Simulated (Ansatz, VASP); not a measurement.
**Mg in VASP and in Ansatz**

```xyz
2
Lattice="3.1443 0.0000 0.0000 -1.5722 2.7231 0.0000 0.0000 0.0000 5.1049" Properties=species:S:1:pos:R:3 pbc="T T T"
Mg    0.0000    1.8154    1.2762
Mg    1.5722    0.9077    3.8287
```

Change from the starting cell: volume scaled by 0.9405.

Alike in both runs: task single point; functional PBE; k mesh 12 × 12 × 7; occupations fermi-dirac, width 0.05 eV; no spin polarisation.

```csv
,VASP,Ansatz
version,VASP 6.6.1,Ansatz 0.2.0
potentials or method,"VASP PAW PBE potentials, release 64 (Mg), cutoff 520 eV","all-electron LAPW, scalar-relativistic"
```

Ansatz gave:

| Property | Result |
| --- | --- |
| pressure (GPa) | 1.9 |
| traceless stress, the component that is largest in VASP (GPa) | -0.63 |

What did VASP give for the same quantities?

Pressure (GPa): 1.8; traceless stress, the component that is largest in VASP (GPa): -0.63.

Ansatz ran all-electron here, and VASP with PAW potentials.
